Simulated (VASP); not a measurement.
# CdTe (I-4m2) in VASP: notebook, part 2 of 3

VASP 6.6.1.

## Step 4: Single point, PBE (strain +0.030 along x and y, -0.030 along z)

Input file INCAR:

```
SYSTEM = CdTe
PREC     = Accurate       ! precision mode
ENCUT    = 520            ! plane-wave cutoff, eV
EDIFF    = 1E-6           ! SCF threshold, eV
ISMEAR   = 0              ! smearing method
SIGMA    = 0.05           ! smearing width, eV
LREAL    = .FALSE.        ! projectors in reciprocal space
LASPH    = .TRUE.         ! aspherical terms in the spheres
NELM     = 100            ! most SCF steps
ALGO     = Normal         ! electronic algorithm
ISIF     = 2              ! what is computed and relaxed
LWAVE    = .FALSE.        ! write WAVECAR
LCHARG   = .FALSE.        ! write CHGCAR
GGA      = PE             ! functional
NBANDS   = 16             ! bands
```

Input file KPOINTS:

```
Automatic mesh
0
G
  8 8 8
  0 0 0
```

Input file POSCAR:

```
CdTe
1.0
    0.0000000000      3.3011500000      3.1088500000
    3.3011500000      0.0000000000      3.1088500000
    3.3011500000      3.3011500000      0.0000000000
Cd Te
1 1
Direct
    0.0000000000      0.0000000000      0.0000000000
    0.7500000000      0.7500000000      0.7500000000
```

Potentials or basis: VASP PAW PBE potentials, release 64 (Cd, Te).

Launch:

```sh
$ cat potpaw_PBE.64/Cd/POTCAR potpaw_PBE.64/Te/POTCAR > POTCAR
$ mpirun -np 1 vasp_std > vasp.out
```

OUTCAR:

```text
SYSTEM = CdTe
   PREC = Accurate
   ENCUT = 520
   EDIFF = 1E-6
   ISMEAR = 0
   LREAL = .FALSE.
   LASPH = .TRUE.
   NELM = 100
   ISIF = 2
   GGA = PE

 ion  position               nearest neighbor table
   1  0.000  0.000  0.000-   2 2.80   2 2.80   2 2.80   2 2.80
   2  0.750  0.750  0.750-   1 2.80   1 2.80   1 2.80   1 2.80

  LATTYP: Found a body centered tetragonal cell.
 ALAT       =     4.6685311014
 C/A-ratio  =     1.3318321898

  Lattice vectors:

 A1 = (   0.0000000000,  -3.3011500000,  -3.1088500000)
 A2 = (   0.0000000000,   3.3011500000,  -3.1088500000)
 A3 = (   3.3011500000,   0.0000000000,   3.1088500000)

Analysis of symmetry for initial positions (statically):
=====================================================================
 Subroutine PRICEL returns:
 Original cell was already a primitive cell.

 Routine SETGRP: Setting up the symmetry group for a
 body centered tetragonal supercell.

 Subroutine GETGRP returns: Found  8 space group operations
 (whereof  8 operations were pure point group operations)
 out of a pool of 16 trial point group operations.

The static configuration has the point symmetry D_2d.

Analysis of symmetry for dynamics (positions and initial velocities):
=====================================================================
 Subroutine PRICEL returns:
 Original cell was already a primitive cell.

 Routine SETGRP: Setting up the symmetry group for a
 body centered tetragonal supercell.

 Subroutine GETGRP returns: Found  8 space group operations
 (whereof  8 operations were pure point group operations)
 out of a pool of 16 trial point group operations.

The dynamic configuration has the point symmetry D_2d.

 Subroutine INISYM returns: Found  8 space group operations
 (whereof  8 operations are pure point group operations),
 and found     1 'primitive' translations

----------------------------------------------------------------------------------------

                                     Primitive cell

  volume of cell :      67.7580

  direct lattice vectors                    reciprocal lattice vectors
     0.000000000  3.301150000  3.108850000    -0.151462369  0.151462369  0.160831176
     3.301150000  0.000000000  3.108850000     0.151462369 -0.151462369  0.160831176
     3.301150000  3.301150000  0.000000000     0.151462369  0.151462369 -0.160831176

  length of vectors
     4.534593658  4.534593658  4.668531101     0.267858854  0.267858854  0.267858854

  position of ions in fractional coordinates (direct lattice)
     0.000000000  0.000000000  0.000000000
     0.750000000  0.750000000  0.750000000

  ion indices of the primitive-cell ions
   primitive index   ion index
                 1           1
                 2           2

----------------------------------------------------------------------------------------

 KPOINTS: Automatic mesh

Automatic generation of k-mesh.
 Grid dimensions read from file:
 generate k-points for:    8    8    8

 Generating k-lattice:

  Cartesian coordinates                     Fractional coordinates (reciprocal lattice)
    -0.018932796  0.018932796  0.020103897     0.125000000  0.000000000  0.000000000
     0.018932796 -0.018932796  0.020103897     0.000000000  0.125000000  0.000000000
     0.018932796  0.018932796 -0.020103897     0.000000000  0.000000000  0.125000000

  Length of vectors
     0.033482357  0.033482357  0.033482357

  Shift w.r.t. Gamma in fractional coordinates (k-lattice)
     0.000000000  0.000000000  0.000000000

 Subroutine IBZKPT returns following result:
 ===========================================

 Found     59 irreducible k-points:

 Following reciprocal coordinates:
            Coordinates               Weight
  0.000000  0.000000  0.000000      1.000000
  0.125000  0.000000  0.000000      8.000000
  0.250000  0.000000  0.000000      8.000000
  0.375000  0.000000  0.000000      8.000000
  0.500000  0.000000  0.000000      4.000000
  0.125000  0.125000  0.000000      2.000000
[... 16 lines left out ...]
  0.250000  0.000000  0.125000     16.000000
  0.375000 -0.000000  0.125000     16.000000
 [... further k-points ...]
   k-points           NKPTS =     59   k-points in BZ     NKDIM =     59   number of bands    NBANDS=     16
   number of dos      NEDOS =    301   number of ions     NIONS =      2
   total plane-waves  NPLWV =  46656
   dimension x,y,z NGX =    36 NGY =   36 NGZ =   36
   dimension x,y,z NGXF=    72 NGYF=   72 NGZF=   72
   ions per type =               1   1
   NGX,Y,Z   is equivalent  to a cutoff of  13.20, 13.20, 12.82 a.u.
   NGXF,Y,Z  is equivalent  to a cutoff of  26.40, 26.40, 25.64 a.u.
 SYSTEM =  CdTe
   PREC   = accura    normal or accurate (medium, high low for compatibility)
   ISTART =      0    job   : 0-new  1-cont  2-samecut
   ICHARG =      2    charge: 1-file 2-atom 10-const
   ISPIN  =      1    spin polarized calculation?
   LNONCOLLINEAR =      F non collinear calculations
   LSORBIT =      F    spin-orbit coupling
   LASPH  =      T    aspherical Exc in radial PAW
   ENCUT  =  520.0 eV  38.22 Ry    6.18 a.u.   8.43  8.43  8.68*2*pi/ulx,y,z
   NELM   =    100;   NELMIN=  2; NELMDL= -5     # of ELM steps
   EDIFF  = 0.1E-05   stopping-criterion for ELM
   LREAL  =      F    real-space projection
[... 7 lines left out ...]
   TEBEG  =    0.0;   TEEND  =   0.0 temperature during run
   PSTRESS=    0.0 pullay stress
   NELECT =      18.0000    total number of electrons
   NUPDOWN=      -1.0000    fix difference up-down
   EMIN   =  10.00;   EMAX   =-10.00  energy-range for DOS
   EFERMI =   0.00;   METHOD = LEGACY
   ISMEAR =     0;   SIGMA  =   0.05  broadening in eV -4-tet -1-fermi 0-gaus
   EFERMI_NEDOS =   21; number of points for ismear=-14 and -15
   IALGO  =     38    algorithm
   IMIX   =      4    mixing-type and parameters
     AMIX     =   0.40;   BMIX     =  1.00
     AMIX_MAG =   1.60;   BMIX_MAG =  1.00
  volume/ion in A,a.u.               =      33.88       228.63
  Fermi-wavevector in a.u.,A,eV,Ry     =   1.052395  1.988739 15.068941  1.107536
  Thomas-Fermi vector in A             =   2.187476
   LORBIT       =      0    0 simple, 1 ext, 2 COOP (PROOUT), +10 PAW based schemes
   GGA     = PE    functional components
   LHFCALC =     F    Hartree Fock is set to
   AEXX    =    0.0000 exact exchange contribution
   IVDW    =     0    specifies the selected vdW correction
   LEPSILON=     F    determine dielectric tensor
   LRPA    =     F    only Hartree local field effects (RPA)
 non-spin polarized calculation
 Gauss-broadening in eV      SIGMA  =   0.05
  energy-cutoff  :      520.00
  volume of cell :       67.76
 maximum number of plane-waves:      1844
 NGX is ok and might be reduce to    36
   NGX = 17   NGY = 17   NGZ = 17

 number of electron      17.9999997 magnetization

 Free energy of the ion-electron system (eV)
  ---------------------------------------------------
  ext. energy  EPLUGINS =         0.00000000
  ---------------------------------------------------
  free energy    TOTEN  =        -4.76361080 eV

  energy without entropy =       -4.76361080  energy(sigma->0) =       -4.76361080

 E-fermi :   2.7636     XC(G=0):  -8.6079

 val. band max:        2.4974769765   @ k =   0.0000   0.0000   0.0000
 cond. band min:       3.1565281696   @ k =   0.0000   0.0000   0.0000
 fundamental gap:      0.6590511931
 Fermi energy:         2.7635828415

 k-point     1 :       0.0000    0.0000    0.0000
  band No.  band energies     occupation
      1      -8.8074      2.00000
      2      -5.9165      2.00000
      3      -5.9165      2.00000
      4      -5.9032      2.00000
      5      -5.6560      2.00000
      6      -5.6455      2.00000
[... 8 lines left out ...]
     15      11.3435      0.00000
     16      12.0375      0.00000

 k-point     2 :       0.1250    0.0000    0.0000
  band No.  band energies     occupation
      1      -8.7482      2.00000
      2      -5.9056      2.00000
      3      -5.8979      2.00000
      4      -5.8658      2.00000
      5      -5.6558      2.00000
      6      -5.6470      2.00000
[... 8 lines left out ...]
     15      10.7676      0.00000
     16      11.2231      0.00000
[... 387 lines left out ...]
      5      -5.6611      2.00000
      6      -5.6391      2.00000
[... 8 lines left out ...]
     15      11.4804      0.00000
     16      11.9901      0.00000

 k-point    24 :       0.3750   -0.0000    0.1250
  band No.  band energies     occupation
      1      -8.4744      2.00000
      2      -5.8586      2.00000
      3      -5.8349      2.00000
      4      -5.6694      2.00000
      5      -5.6433      2.00000
      6      -5.5109      2.00000
[... 8 lines left out ...]
     15      11.5377      0.00000
     16      12.2521      0.00000

 [... further k-points ...]
[... 5 lines left out ...]
  --------------------------------------------------------------------------------------
  -------------------------------------------------------------------------------------
  Total        1.1021659      1.1021659      1.4140627      0.0000000      0.0000000      0.0000000
  in kB       26.0613714     26.0613714     33.4363591      0.0000000      0.0000000      0.0000000
  external PRESSURE =      28.5197007 kB  Pullay stress =       0.0000000 kB

 VOLUME and BASIS-vectors are now :
 -----------------------------------------------------------------------------
  energy-cutoff  :      520.00
  volume of cell :       67.76
      direct lattice vectors                 reciprocal lattice vectors
     0.000000000  3.301150000  3.108850000    -0.151462369  0.151462369  0.160831176
     3.301150000  0.000000000  3.108850000     0.151462369 -0.151462369  0.160831176
     3.301150000  3.301150000  0.000000000     0.151462369  0.151462369 -0.160831176

 POSITION                                       TOTAL-FORCE (eV/Angst)
 -----------------------------------------------------------------------------------
      0.00000      0.00000      0.00000         0.000000      0.000000     -0.000000
      4.95172      4.95172      4.66327        -0.000000     -0.000000      0.000000
 -----------------------------------------------------------------------------------
    total drift:                                0.000000      0.000000      0.000000

  FREE ENERGIE OF THE ION-ELECTRON SYSTEM (eV)
  ---------------------------------------------------
  free  energy   TOTEN  =        -4.7636108013 eV

  energy  without entropy=       -4.7636108013  energy(sigma->0) =       -4.76361080
```

It took 80 s on 1 thread of Intel Xeon 8259CL, shared host; peak memory 0.24 GiB.

What came out:

```
Free energy            : -4.7636 eV
Pressure               : 2.9 GPa
Band gap on the k mesh : 0.66 eV
```

Levels at points of the mesh, in eV from the valence-band top:
```
           k point  band 5  band 6  band 7  band 8  band 9  band 10  band 11  band 12  band 13  band 14
(0.00, 0.00, 0.00)   -8.15   -8.14   -0.18   -0.18    0.00     0.66     4.50     4.51     4.51     7.36
(0.50, 0.00, 0.00)   -8.13   -7.79   -4.55   -1.03   -0.75     1.68     4.90     5.29     7.00     8.51
(0.50, 0.50, 0.00)   -8.11   -7.59   -4.24   -2.16   -2.16     2.26     2.35     9.02     9.03     9.03
(0.50, 0.00, 0.50)   -8.12   -7.69   -4.53   -1.94   -1.85     2.57     2.72     8.57     8.75     9.12
```

Caveat: the cell differs from its parent crystal (strain +0.030 along x and y, -0.030 along z); semilocal functionals underestimate gaps, and a narrow one can read as zero; spin-orbit coupling is left out, which moves the levels of the heavy elements.

## Step 5: Single point, PBE (strain +0.030 along x and y, -0.015 along z)

Input file INCAR:

```
SYSTEM = CdTe
PREC = Accurate
ENCUT = 520
EDIFF = 1E-6
ISMEAR = 0
SIGMA = 0.05
LREAL = .FALSE.
LASPH = .TRUE.
NELM = 60
ALGO = Normal
ISIF = 2
LWAVE = .FALSE.
LCHARG = .TRUE.
GGA = PE
LELF = .TRUE.
LVHAR = .TRUE.
NBANDS = 16
```

KPOINTS is that of step 4.

Input file POSCAR:

```
CdTe
1.0
    0.0000000000      3.3011500000      3.1569250000
    3.3011500000      0.0000000000      3.1569250000
    3.3011500000      3.3011500000      0.0000000000
Cd Te
1 1
Direct
    0.0000000000      0.0000000000      0.0000000000
    0.7500000000      0.7500000000      0.7500000000
```

Potentials or basis: VASP PAW PBE potentials, release 64 (Cd, Te).

Launch:

```sh
$ cat potpaw_PBE.64/Cd/POTCAR potpaw_PBE.64/Te/POTCAR > POTCAR
$ mpirun -np 1 vasp_std > vasp.out
```

OUTCAR:

```text
SYSTEM = CdTe
   PREC = Accurate
   ENCUT = 520
   EDIFF = 1E-6
   ISMEAR = 0
   LREAL = .FALSE.
   LASPH = .TRUE.
   NELM = 60
   ISIF = 2
   GGA = PE

 ion  position               nearest neighbor table
   1  0.000  0.000  0.000-   2 2.82   2 2.82   2 2.82   2 2.82
   2  0.750  0.750  0.750-   1 2.82   1 2.82   1 2.82   1 2.82

  LATTYP: Found a body centered tetragonal cell.
 ALAT       =     4.6685311014
 C/A-ratio  =     1.3524275329

  Lattice vectors:

 A1 = (   0.0000000000,  -3.3011500000,  -3.1569250000)
[... 627 lines left out ...]
      4      -5.7669      2.00000
      5      -5.7399      2.00000
      6      -5.6083      2.00000
[... 8 lines left out ...]
     15      11.3994      0.00000
     16      12.0568      0.00000

 [... further k-points ...]
[... 5 lines left out ...]
  --------------------------------------------------------------------------------------
  -------------------------------------------------------------------------------------
  Total        0.8450776      0.8450776      1.1021255      0.0000000      0.0000000      0.0000000
  in kB       19.6780647     19.6780647     25.6635568      0.0000000      0.0000000      0.0000000
  external PRESSURE =      21.6732287 kB  Pullay stress =       0.0000000 kB

 VOLUME and BASIS-vectors are now :
 -----------------------------------------------------------------------------
  energy-cutoff  :      520.00
  volume of cell :       68.81
      direct lattice vectors                 reciprocal lattice vectors
     0.000000000  3.301150000  3.156925000    -0.151462369  0.151462369  0.158381970
     3.301150000  0.000000000  3.156925000     0.151462369 -0.151462369  0.158381970
     3.301150000  3.301150000  0.000000000     0.151462369  0.151462369 -0.158381970

 POSITION                                       TOTAL-FORCE (eV/Angst)
 -----------------------------------------------------------------------------------
      0.00000      0.00000      0.00000        -0.000000     -0.000000      0.000000
      4.95172      4.95172      4.73539         0.000000      0.000000     -0.000000
 -----------------------------------------------------------------------------------
    total drift:                                0.000000      0.000000      0.000000

  FREE ENERGIE OF THE ION-ELECTRON SYSTEM (eV)
  ---------------------------------------------------
  free  energy   TOTEN  =        -4.7828988119 eV

  energy  without entropy=       -4.7828988119  energy(sigma->0) =       -4.78289881
```

OSZICAR:

```text
N       E                     dE             d eps       ncg     rms          rms(c)
DAV:   1     0.100663286321E+03    0.10066E+03   -0.83083E+03  1912   0.974E+02
DAV:   2    -0.139428903176E+01   -0.10206E+03   -0.97221E+02  2264   0.235E+02
DAV:   3    -0.497864210671E+01   -0.35844E+01   -0.35784E+01  2264   0.458E+01
DAV:   4    -0.501355352948E+01   -0.34911E-01   -0.34910E-01  2920   0.394E+00
DAV:   5    -0.501363295272E+01   -0.79423E-04   -0.79423E-04  2400   0.179E-01    0.549E+00
DAV:   6    -0.479706983460E+01    0.21656E+00   -0.37309E-01  2368   0.726E+00    0.450E+00
DAV:   7    -0.478159634841E+01    0.15473E-01   -0.10682E-01  2264   0.211E+00    0.172E+00
DAV:   8    -0.478249088601E+01   -0.89454E-03   -0.10680E-02  2160   0.117E+00    0.467E-01
DAV:   9    -0.478280575917E+01   -0.31487E-03   -0.95678E-04  2336   0.325E-01    0.108E-01
DAV:  10    -0.478286158789E+01   -0.55829E-04   -0.11222E-04  2416   0.102E-01    0.553E-02
DAV:  11    -0.478289973836E+01   -0.38150E-04   -0.77339E-05  2208   0.571E-02    0.371E-02
DAV:  12    -0.478289881191E+01    0.92645E-06   -0.30991E-06  2304   0.144E-02
   1 F= -.47828988E+01 E0= -.47828988E+01  d E =-.766119E-16
```

Run time: 84 s. Hardware: 1 thread of Intel Xeon 8259CL, shared host; peak memory 0.25 GiB.

What came out:

* Free energy: -4.7829 eV
* Pressure: 2.2 GPa
* Band gap on the k mesh: 0.64 eV

Stress tensor (GPa, compression positive):
```
1.97 0.00 0.00
0.00 1.97 0.00
0.00 0.00 2.57
```

Caveat: the cell differs from its parent crystal (strain +0.030 along x and y, -0.015 along z); semilocal functionals underestimate gaps, and a narrow one can read as zero; spin-orbit coupling is left out, which moves the levels of the heavy elements.

(Continued in part 3 of 3.)
